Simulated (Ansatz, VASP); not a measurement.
Two plane-wave programs on AlAs

POSCAR

```
AlAs
1.0
    4.0519991848      0.0000000000      0.0000000000
    0.0000000000      5.7303922018      0.0000000000
    0.0000000000      0.0000000000      4.0499870685
Al As
2 2
Direct
    0.0000000000     -0.0000136732      0.0000000000
    0.5000000000      0.4999863268      0.5000000000
    0.0000000000      0.2500136732      0.5000000000
    0.5000000000      0.7500136732      0.0000000000
```

Contents of INCAR.step1:

```
  ALGO = Normal
  EDIFF = 1E-5
  ENCUT = 400
  GGA = PE
  GGA_COMPAT = F
  ISIF = 2
  ISMEAR = 0
  LASPH = T
  LCHARG = F
  LREAL = F
  LWAVE = T
  NBANDS = 16
  NELM = 120
  PREC = Accurate
  SIGMA = 0.01
```

The input INCAR.step2:

```
  ALGO = Normal
  EDIFF = 1E-6
  ENCUT = 400
  GGA = PE
  GGA_COMPAT = F
  HFSCREEN = 0.2079
  ISIF = 2
  ISMEAR = 0
  ISTART = 1
  LASPH = T
  LCHARG = F
  LHFCALC = T
  LREAL = F
  LWAVE = F
  NBANDS = 16
  NELM = 120
  PREC = Accurate
  PRECFOCK = Normal
  SIGMA = 0.01
```

The input KPOINTS:

```
k-points
0
Gamma
  4 4 4
```

Input for Ansatz:

```yaml
crystal:
  lattice:
    - [4.0519991848, 0.0, 0.0]
    - [0.0, 5.7303922018, 0.0]
    - [0.0, 0.0, 4.0499870685]
  atoms:
    - { symbol: Al, position: [0.0, -1.36732e-05, 0.0] }
    - { symbol: Al, position: [0.5, 0.4999863268, 0.5] }
    - { symbol: As, position: [0.0, 0.2500136732, 0.5] }
    - { symbol: As, position: [0.5, 0.7500136732, 0.0] }
basis:
  ecutwfc: 420
kpoints:
  mp_grid: { grid: [4, 4, 4] }
  band_path:
    path:
      - [0.0, 0.0, 0.0]
      - [0.0, -1.0, 0.2502482252]
      - [0.0, 0.0, 0.7497517748]
      - [-0.75, 0.0, 0.0]
      - [-0.25, -1.0, 0.0]
      - [-0.5, 0.0, 0.5]
    npoints: 1
hamiltonian:
  xc: hse06
  pseudopotentials: { kind: paw }
scf:
  occupations: { method: fixed }
  n_extra_bands: 5
output:
  forces: true
  stress: true
  eigenvalues: true
  write_density: true
  write_potential: true
  elf: true
  volumetric_format: npy
```

Alike in both runs: task single point; functional HSE06; k mesh 4 × 4 × 4; no spin polarisation.

```csv
,VASP,Ansatz
version,VASP 6.6.1,Ansatz 0.2.0
potentials or method,"VASP PAW PBE potentials, release 64 (Al, As), cutoff 400 eV","scalar-relativistic, plane waves, PAW"
occupations,"gaussian, width 0.01 eV",fixed
valence electrons in the cell,16,36
```

Ansatz gave:

* gap on the k mesh at the Fermi level (eV): 2.12
* least direct gap on the mesh (eV): 2.13
* pressure (GPa): -1.7
* traceless stress, the component that is largest in VASP (GPa): -0.48

Question: Which values does VASP return?

Answer: gap on the k mesh at the Fermi level (eV): 2.13; least direct gap on the mesh (eV): 2.15; pressure (GPa): -1.9; traceless stress, the component that is largest in VASP (GPa): -0.48.

VASP's potentials hold 16 valence electrons a cell and Ansatz's 36, so a difference there can come from the potentials and not from the codes. Ansatz's warnings: stress exchange threshold loose, stress scf threshold loose.
